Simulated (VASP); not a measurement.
# AlAs4 (Ccce) in VASP: further runs

AlAs4 is run at these levels: PBE; tasks: single point, relaxation of cell and atoms.

All numbers are computed with VASP 6.6.1; they aren't measurements. Logs are shortened: lines on timing, memory, paths and dates and some standing lists are left out, and cuts for length are marked.

## (1) The cell of the first run

Symmetry: Ccce, No. 68, orthorhombic system. The conventional cell has a = 5.153 Å, b = 10.623 Å, c = 8.164 Å, α = 90.00°, β = 90.00°, γ = 90.00°. Within 3.3 Å of Al (site symmetry 222) lie 4 As at 2.53 Å. As (site symmetry 1) has 2 As at 2.45 to 2.50 Å and 1 Al at 2.53 Å within 3.2 Å.

The cell was built from a structure type or drawn by symmetry, and may not be a known phase.

## (2) Single point, PBE

Input file INCAR:

```
PREC = Accurate ; ENCUT = 520
EDIFF = 1E-6 ; ISMEAR = 0
SIGMA = 0.2 ; LREAL = False
LASPH = True ; NELM = 80
ALGO = Normal ; ISIF = 2
LWAVE = False ; LCHARG = False
GGA = PE ; NBANDS = 34
```

Input file KPOINTS:

```
regular mesh
0
Gamma
  3 3 3
```

Input file POSCAR:

```
AlAs4
1.0
    2.5762607151     -5.3115951872      0.0000000000
    2.5762607151      5.3115951872      0.0000000000
    0.0000000000      0.0000000000      8.1644686638
Al As
2 8
Direct
    0.5000000000      0.5000000000      0.0000000000
    0.0000000000      0.0000000000      0.5000000000
    0.2004384898      0.4888076533      0.3823618413
    0.5111923467      0.7995615102      0.6176381587
    0.4888076533      0.2004384898      0.6176381587
    0.7995615102      0.5111923467      0.3823618413
    0.9888076533      0.7004384898      0.8823618413
    0.2995615102      0.0111923467      0.1176381587
    0.7004384898      0.9888076533      0.1176381587
    0.0111923467      0.2995615102      0.8823618413
```

Potentials or basis: VASP PAW PBE potentials, release 64 (Al, As).

Command:

```
$ cat potpaw_PBE.64/Al/POTCAR potpaw_PBE.64/As/POTCAR > POTCAR
$ mpirun -np 1 vasp_std > vasp.out
```

OUTCAR:

```text
PREC = Accurate
   ENCUT = 520
   EDIFF = 1E-6
   ISMEAR = 0
   LREAL = False
   LASPH = True
   NELM = 80
   ISIF = 2
   GGA = PE

 ion  position               nearest neighbor table
   1  0.500  0.500  0.000-   7 2.53   8 2.53   9 2.53  10 2.53
   2  0.000  0.000  0.500-   3 2.53   4 2.53   5 2.53   6 2.53
   3  0.200  0.489  0.382-   6 2.45   4 2.50   2 2.53
   4  0.511  0.800  0.618-   5 2.45   3 2.50   2 2.53
   5  0.489  0.200  0.618-   4 2.45   6 2.50   2 2.53
   6  0.800  0.511  0.382-   3 2.45   5 2.50   2 2.53
   7  0.989  0.700  0.882-  10 2.45   8 2.50   1 2.53
   8  0.300  0.011  0.118-   9 2.45   7 2.50   1 2.53
   9  0.700  0.989  0.118-   8 2.45  10 2.50   1 2.53
  10  0.011  0.300  0.882-   7 2.45   9 2.50   1 2.53

  LATTYP: Found a base centered orthorhombic cell.
 ALAT       =     5.1525214302
 B/A-ratio  =     2.0617459856
 C/A-ratio  =     1.5845579246

  Lattice vectors:

 A1 = (   2.5762607151,  -5.3115951872,   0.0000000000)
 A2 = (   2.5762607151,   5.3115951872,   0.0000000000)
 A3 = (   0.0000000000,   0.0000000000,   8.1644686638)

Analysis of symmetry for initial positions (statically):
=====================================================================
 Subroutine PRICEL returns:
 Original cell was already a primitive cell.

 Routine SETGRP: Setting up the symmetry group for a
 base centered orthorhombic supercell.

 Subroutine GETGRP returns: Found  8 space group operations
 (whereof  4 operations were pure point group operations)
 out of a pool of  8 trial point group operations.

The static configuration has the point symmetry D_2 .
 The point group associated with its full space group is D_2h.

Analysis of symmetry for dynamics (positions and initial velocities):
=====================================================================
 Subroutine PRICEL returns:
 Original cell was already a primitive cell.

 Routine SETGRP: Setting up the symmetry group for a
 base centered orthorhombic supercell.

 Subroutine GETGRP returns: Found  8 space group operations
 (whereof  4 operations were pure point group operations)
 out of a pool of  8 trial point group operations.

The dynamic configuration has the point symmetry D_2 .
 The point group associated with its full space group is D_2h.

 Subroutine INISYM returns: Found  8 space group operations
 (whereof  4 operations are pure point group operations),
 and found     1 'primitive' translations

----------------------------------------------------------------------------------------

                                     Primitive cell

  volume of cell :     223.4461

  direct lattice vectors                    reciprocal lattice vectors
     2.576260715 -5.311595187  0.000000000     0.194079736 -0.094133680  0.000000000
     2.576260715  5.311595187  0.000000000     0.194079736  0.094133680  0.000000000
     0.000000000  0.000000000  8.164468664     0.000000000  0.000000000  0.122481945

  length of vectors
     5.903402638  5.903402638  8.164468664     0.215703717  0.215703717  0.122481945

  position of ions in fractional coordinates (direct lattice)
     0.500000000  0.500000000  0.000000000
     0.000000000  0.000000000  0.500000000
     0.200438490  0.488807653  0.382361841
     0.511192347  0.799561510  0.617638159
     0.488807653  0.200438490  0.617638159
     0.799561510  0.511192347  0.382361841
     0.988807653  0.700438490  0.882361841
     0.299561510  0.011192347  0.117638159
     0.700438490  0.988807653  0.117638159
     0.011192347  0.299561510  0.882361841

  ion indices of the primitive-cell ions
   primitive index   ion index
                 1           1
                 2           2
                 3           3
                 4           4
                 5           5
                 6           6
                 7           7
                 8           8
                 9           9
                10          10

----------------------------------------------------------------------------------------

 KPOINTS: regular mesh

Automatic generation of k-mesh.
 Grid dimensions read from file:
 generate k-points for:    3    3    3

 Generating k-lattice:

  Cartesian coordinates                     Fractional coordinates (reciprocal lattice)
     0.064693245 -0.031377893  0.000000000     0.333333333  0.000000000  0.000000000
     0.064693245  0.031377893  0.000000000     0.000000000  0.333333333  0.000000000
     0.000000000  0.000000000  0.040827315     0.000000000  0.000000000  0.333333333

  Length of vectors
     0.071901239  0.071901239  0.040827315

  Shift w.r.t. Gamma in fractional coordinates (k-lattice)
     0.000000000  0.000000000  0.000000000

 Subroutine IBZKPT returns following result:
 ===========================================

 Found      8 irreducible k-points:

 Following reciprocal coordinates:
            Coordinates               Weight
  0.000000  0.000000  0.000000      1.000000
[... 33 lines left out ...]
   POTIM  = 0.5000    time-step for ionic-motion
   TEBEG  =    0.0;   TEEND  =   0.0 temperature during run
   PSTRESS=    0.0 pullay stress
   NELECT =      46.0000    total number of electrons
   NUPDOWN=      -1.0000    fix difference up-down
   EMIN   =  10.00;   EMAX   =-10.00  energy-range for DOS
   EFERMI =   0.00;   METHOD = LEGACY
   ISMEAR =     0;   SIGMA  =   0.20  broadening in eV -4-tet -1-fermi 0-gaus
   EFERMI_NEDOS =   21; number of points for ismear=-14 and -15
   IALGO  =     38    algorithm
   IMIX   =      4    mixing-type and parameters
     AMIX     =   0.40;   BMIX     =  1.00
     AMIX_MAG =   1.60;   BMIX_MAG =  1.00
  volume/ion in A,a.u.               =      22.34       150.79
  Fermi-wavevector in a.u.,A,eV,Ry     =   0.966651  1.826706 12.713486  0.934415
  Thomas-Fermi vector in A             =   2.096471
   LORBIT       =      0    0 simple, 1 ext, 2 COOP (PROOUT), +10 PAW based schemes
   GGA     = PE    functional components
   LHFCALC =     F    Hartree Fock is set to
   AEXX    =    0.0000 exact exchange contribution
   IVDW    =     0    specifies the selected vdW correction
   LEPSILON=     F    determine dielectric tensor
   LRPA    =     F    only Hartree local field effects (RPA)
 non-spin polarized calculation
 Gauss-broadening in eV      SIGMA  =   0.20
  energy-cutoff  :      520.00
  volume of cell :      223.45
 maximum number of plane-waves:      6032
 NGX is ok and might be reduce to    48
   NGX = 21   NGY = 21   NGZ = 31

 number of electron      46.0000004 magnetization

 Free energy of the ion-electron system (eV)
  ---------------------------------------------------
  ext. energy  EPLUGINS =         0.00000000
  ---------------------------------------------------
  free energy    TOTEN  =       -44.83099231 eV

  energy without entropy =      -44.78907029  energy(sigma->0) =      -44.81003130

 E-fermi :   4.4775     XC(G=0):  -9.6091

 val. band max:        4.3598555504   @ k =   0.3333   0.0000   0.3333
 cond. band min:       4.5164025678   @ k =   0.3333   0.0000   0.0000
 fundamental gap:      0.1565470174
 Fermi energy:         4.4775353367

 k-point     1 :       0.0000    0.0000    0.0000
  band No.  band energies     occupation
      1      -9.1939      2.00000
      2      -8.2358      2.00000
      3      -6.8767      2.00000
      4      -5.9122      2.00000
      5      -5.5711      2.00000
      6      -5.4620      2.00000
[... 26 lines left out ...]
     33       8.9538      0.00000
     34       9.5770      0.00000

 k-point     2 :       0.3333    0.0000    0.0000
  band No.  band energies     occupation
      1      -8.6295      2.00000
      2      -7.8895      2.00000
      3      -7.1299      2.00000
      4      -7.0722      2.00000
      5      -5.5660      2.00000
      6      -4.7229      2.00000
[... 26 lines left out ...]
     33       8.8289      0.00000
     34       9.2253      0.00000
[... 183 lines left out ...]
     33       8.3817      0.00000
     34       8.6633      0.00000

 k-point     8 :      -0.3333    0.3333    0.3333
  band No.  band energies     occupation
      1      -8.6515      2.00000
      2      -8.2346      2.00000
      3      -6.8259      2.00000
      4      -6.4897      2.00000
      5      -6.3280      2.00000
      6      -5.8784      2.00000
[... 26 lines left out ...]
     33       8.1232      0.00000
     34       8.1367      0.00000

------------------------ aborting loop because EDIFF is reached ----------------------------------------

  FORCE on cell =-STRESS in cart. coord.  units (eV):
  Direction    XX          YY          ZZ          XY          YZ          ZX
  --------------------------------------------------------------------------------------
  -------------------------------------------------------------------------------------
  Total        0.4808683      0.3528635      0.9955986      0.0000000      0.0000000      0.0000000
  in kB        3.4479741      2.5301406      7.1387495      0.0000000      0.0000000      0.0000000
  external PRESSURE =       4.3722881 kB  Pullay stress =       0.0000000 kB

 VOLUME and BASIS-vectors are now :
 -----------------------------------------------------------------------------
  energy-cutoff  :      520.00
  volume of cell :      223.45
      direct lattice vectors                 reciprocal lattice vectors
     2.576260715 -5.311595187  0.000000000     0.194079736 -0.094133680  0.000000000
     2.576260715  5.311595187  0.000000000     0.194079736  0.094133680  0.000000000
     0.000000000  0.000000000  8.164468664     0.000000000  0.000000000  0.122481945

 POSITION                                       TOTAL-FORCE (eV/Angst)
 -----------------------------------------------------------------------------------
      2.57626      0.00000      0.00000        -0.000000      0.000000     -0.000000
      0.00000      0.00000      4.08223        -0.000000      0.000000     -0.000000
      1.77568      1.53170      3.12178         0.015768     -0.000511     -0.061712
      3.37684      1.53170      5.04269        -0.015768     -0.000511      0.061712
      1.77568     -1.53170      5.04269         0.015768      0.000511      0.061712
      3.37684     -1.53170      3.12178        -0.015768      0.000511     -0.061712
      4.35194     -1.53170      7.20402         0.015768      0.000511     -0.061712
      0.80058     -1.53170      0.96045        -0.015768      0.000511      0.061712
      4.35194      1.53170      0.96045         0.015768     -0.000511      0.061712
      0.80058      1.53170      7.20402        -0.015768     -0.000511     -0.061712
 -----------------------------------------------------------------------------------
    total drift:                               -0.000000      0.000000      0.000000

  FREE ENERGIE OF THE ION-ELECTRON SYSTEM (eV)
  ---------------------------------------------------
  free  energy   TOTEN  =       -44.8309923147 eV

  energy  without entropy=      -44.7890702937  energy(sigma->0) =      -44.81003130
```

Run time: 98 s. Hardware: 1 thread of AMD EPYC 7R43 (Zen 3), shared host; peak memory 0.35 GiB.

What came out:

```
Free energy            : -44.8310 eV
Pressure               : 0.4 GPa
Largest force          : 0.064 eV/Å
Band gap on the k mesh : zero (bands 23 and 24 overlap by 0.97 eV)
```

Forces in eV/Å, atoms in the order of the input:
```
Al   0.000  0.000  0.000
Al   0.000  0.000  0.000
As   0.016 -0.001 -0.062
As  -0.016 -0.001  0.062
As   0.016  0.001  0.062
As  -0.016  0.001 -0.062
As   0.016  0.001 -0.062
As  -0.016  0.001  0.062
As   0.016 -0.001  0.062
As  -0.016 -0.001 -0.062
```

Stress tensor (GPa, compression positive):
```
0.34 0.00 0.00
0.00 0.25 0.00
0.00 0.00 0.71
```

Levels at points of the mesh, in eV from the Fermi level:
```csv
k point,band 21,band 22,band 23,band 24,band 25,band 26
"(0.00, 0.00, 0.00)",-2.17,-1.12,-0.58,0.23,1.71,2.68
```

Caveat: the k points lie up to 0.45 Å⁻¹ apart, too coarse for converged energies and pressures of a metal.

## (3) Relaxation of cell and atoms, PBE

This run uses another cell than the first one, of 21.14 Å³/atom.

Input file INCAR:

```
SYSTEM = AlAs4
PREC     = Accurate       ! precision mode
ENCUT    = 600            ! plane-wave cutoff, eV
EDIFF    = 1E-7           ! SCF threshold, eV
ISMEAR   = 0              ! smearing method
SIGMA    = 0.2            ! smearing width, eV
LREAL    = .FALSE.        ! projectors in reciprocal space
LASPH    = .TRUE.         ! aspherical terms in the spheres
NELM     = 80             ! most SCF steps
ALGO     = Normal         ! electronic algorithm
ISIF     = 3              ! what is computed and relaxed
LWAVE    = .FALSE.        ! write WAVECAR
LCHARG   = .FALSE.        ! write CHGCAR
GGA      = PE             ! functional
IBRION   = 2              ! ionic algorithm
NSW      = 36             ! ionic steps
EDIFFG   = -0.08          ! ionic threshold
```

Input file KPOINTS:

```
regular mesh
0
G
  3 3 3
  0 0 0
```

Input file POSCAR:

```
AlAs4
1.0
    3.0903088900     -5.5495841000      0.0000000000
    3.0903088900      5.5495841000      0.0000000000
    0.0000000000      0.0000000000      6.1621380800
Al As
2 8
Direct
    0.5000000000      0.5000000000      0.0000000000
    0.0000000000      0.0000000000      0.5000000000
    0.2029201500      0.4553219400      0.3303236100
    0.5446780600      0.7970798500      0.6696763900
    0.4553219400      0.2029201500      0.6696763900
    0.7970798500      0.5446780600      0.3303236100
    0.9553219400      0.7029201500      0.8303236100
    0.2970798500      0.0446780600      0.1696763900
    0.7029201500      0.9553219400      0.1696763900
    0.0446780600      0.2970798500      0.8303236100
```

Potentials or basis: VASP PAW PBE potentials, release 64 (Al, As).

Command:

```
$ cat potpaw_PBE.64/Al/POTCAR potpaw_PBE.64/As/POTCAR > POTCAR
$ mpirun -np 1 vasp_std > vasp.out
```

Wall time 13 min (1 thread of AMD EPYC 7R43 (Zen 3), shared host); peak memory 0.38 GiB.

The run converged. Its results:

- Free energy: -44.2228 eV
- Relaxed volume: 19.93 Å³/atom
- Relaxed cell: a = 6.128 Å, b = 6.128 Å, c = 6.313 Å, α = 90.00°, β = 90.00°, γ = 122.79°
- Space group after relaxing (to 0.1 Å): Ccce (No. 68)
- Energy gained by relaxing: 179.4 meV/atom
- Ionic steps: 13
- Pressure after relaxing: -0.2 GPa
- Largest force after relaxing: 0.054 eV/Å
- Band gap on the k mesh: zero (bands 23 and 24 overlap by 0.73 eV)

Forces in eV/Å, atoms in the order of the input:
```
Al   0.000  0.000  0.000
Al   0.000  0.000  0.000
As  -0.046 -0.022  0.018
As   0.046 -0.022 -0.018
As  -0.046  0.022 -0.018
As   0.046  0.022  0.018
As  -0.046  0.022  0.018
As   0.046  0.022 -0.018
As  -0.046 -0.022 -0.018
As   0.046 -0.022  0.018
```

Stress tensor (GPa, compression positive):
```
-0.64  0.00  0.00
 0.00 -0.18  0.00
 0.00  0.00  0.13
```

Step by step:
```csv
step,energy change (eV),largest force (eV/Å),pressure (GPa),volume (Å³)
1,0.0000,0.9299,-3.85,211.36
2,-0.5921,1.0974,0.40,196.16
3,-0.7212,1.0941,4.81,185.85
4,-1.0299,0.8103,5.13,184.98
5,-1.1726,0.6602,6.22,183.96
6,-1.5399,0.5185,1.32,193.77
7,-1.6075,0.4278,-1.53,201.18
8,-1.6077,0.4333,-1.36,200.69
9,-1.6702,0.3620,-1.06,199.76
10,-1.7455,0.0740,0.06,197.36
11,-1.7770,0.0630,0.41,197.00
12,-1.7854,0.0914,0.73,196.69
13,-1.7945,0.0541,-0.23,199.31
```

Final structure:
```
Al As
1.0
     2.93419   -5.38027    0.00000
     2.93419    5.38027    0.00000
     0.00000    0.00000    6.31255
Al As
2 8
Direct
  0.50000 0.50000 0.00000
  0.00000 0.00000 0.50000
  0.19602 0.48048 0.36510
  0.51952 0.80398 0.63490
  0.48048 0.19602 0.63490
  0.80398 0.51952 0.36510
  0.98048 0.69602 0.86510
  0.30398 0.01952 0.13490
  0.69602 0.98048 0.13490
  0.01952 0.30398 0.86510
```

Levels at points of the mesh, in eV from the Fermi level:
| k point | band 19 | band 20 | band 21 | band 22 | band 23 | band 24 | band 25 | band 26 | band 27 | band 28 |
| --- | --- | --- | --- | --- | --- | --- | --- | --- | --- | --- |
| (0.00, 0.00, 0.00) | -3.00 | -2.82 | -2.72 | 0.00 | 0.47 | 1.99 | 2.59 | 2.71 | 2.79 | 2.86 |

Caveat: the k points lie up to 0.41 Å⁻¹ apart in the final cell, too coarse for converged energies and pressures of a metal; semilocal functionals underestimate gaps, so a narrow gap can read as zero; the relaxation stopped at a loose force limit of 0.08 eV/Å, so its end isn't a converged minimum.

## (4) Single point, PBE

This run uses another cell than the first one, of 23.33 Å³/atom.

Input file INCAR:

```
SYSTEM = AlAs4
  PREC = Accurate
  ENCUT = 520
  EDIFF = 1E-6
  ISMEAR = 0
  SIGMA = 0.1
  LREAL = .FALSE.
  LASPH = .TRUE.
  NELM = 80
  ALGO = Normal
  ISIF = 2
  LWAVE = .FALSE.
  LCHARG = .FALSE.
  GGA = PE
  NBANDS = 34
```

Input file KPOINTS:

```
regular mesh
0
G
  8 8 4
  0 0 0
```

Input file POSCAR:

```
AlAs4
1.0
    2.3937069325     -5.3302183251      0.0000000000
    2.3937069325      5.3302183251      0.0000000000
    0.0000000000      0.0000000000      9.1408152567
Al As
2 8
Direct
    0.5000000000      0.5000000000      0.0000000000
    0.0000000000      0.0000000000      0.5000000000
    0.2112908050      0.5021334907      0.3858365929
    0.4978665093      0.7887091950      0.6141634071
    0.5021334907      0.2112908050      0.6141634071
    0.7887091950      0.4978665093      0.3858365929
    1.0021334907      0.7112908050      0.8858365929
    0.2887091950     -0.0021334907      0.1141634071
    0.7112908050      1.0021334907      0.1141634071
   -0.0021334907      0.2887091950      0.8858365929
```

Command:

```
$ cat potpaw_PBE.64/Al/POTCAR potpaw_PBE.64/As/POTCAR > POTCAR
$ mpirun -np 1 vasp_std > vasp.out
```

Run time: 7 min. Hardware: 1 thread of AMD EPYC 9R45 (Zen 5), shared host; peak memory 0.6 GiB.

The run converged. Its results:

```
Free energy            : -44.7924 eV
Pressure               : 0.2 GPa
Largest force          : 0.043 eV/Å
Band gap on the k mesh : zero (bands 23 and 24 overlap by 1.07 eV)
```

Forces on the atoms (eV/Å):
```
Al   0.000  0.000  0.000
Al   0.000  0.000  0.000
As   0.006 -0.029 -0.032
As  -0.006 -0.029  0.032
As   0.006  0.029  0.032
As  -0.006  0.029 -0.032
As   0.006  0.029 -0.032
As  -0.006  0.029  0.032
As   0.006 -0.029  0.032
As  -0.006 -0.029 -0.032
```

Levels at points of the mesh, in eV from the Fermi level:
```csv
k point,band 20,band 21,band 22,band 23,band 24,band 25,band 26,band 27
"(0.00, 0.00, 0.00)",-1.99,-1.73,-0.65,-0.44,-0.42,2.05,2.53,2.55
"(0.50, 0.00, 0.00)",-1.43,-0.95,-0.95,0.23,0.23,1.80,1.80,2.97
"(0.50, 0.50, 0.00)",-0.79,-0.54,-0.43,-0.39,-0.35,0.58,0.75,0.79
"(0.00, 0.00, 0.50)",-1.76,-0.98,-0.98,-0.66,-0.66,1.65,1.65,2.31
"(0.50, 0.00, 0.50)",-1.52,-0.09,-0.09,0.27,0.27,2.04,2.04,2.90
"(0.50, 0.50, 0.50)",-1.26,-0.87,-0.87,-0.52,-0.52,0.66,0.66,1.78
```

## (5) Overview

| task | cell | k mesh | cutoff (eV) | smearing | gap on the mesh (eV) | pressure (GPa) | largest force (eV/Å) |
| --- | --- | --- | --- | --- | --- | --- | --- |
| single point | a = 5.903, b = 5.903, c = 8.164 Å, angles 90.0, 90.0, 128.3°, 10 atoms, atomic positions A | 3 × 3 × 3 | 520 | gaussian 0.2 eV | none | 0.4 | 0.06 |
| relaxation of cell and atoms | relaxed from a = 6.352, b = 6.352, c = 6.162 Å, angles 90.0, 90.0, 121.8°, 10 atoms, atomic positions B | 3 × 3 × 3 | 600 | gaussian 0.2 eV | none | -0.2 | 0.05 |
| single point | a = 5.843, b = 5.843, c = 9.141 Å, angles 90.0, 90.0, 131.6°, 10 atoms, atomic positions C | 8 × 8 × 4 | 520 | gaussian 0.1 eV | none | 0.2 | 0.04 |

Alike in all rows: level PBE; potentials or basis VASP PAW PBE potentials, release 64 (Al, As); no spin polarisation.

Caveats: some runs use coarse meshes; semilocal functionals underestimate gaps, so a narrow gap can read as zero (at least some runs); the relaxation stopped at a loose force limit of 0.08 eV/Å, so its end isn't a converged minimum (at least some runs).

Absolute energies hang on the potentials; compare differences alone.
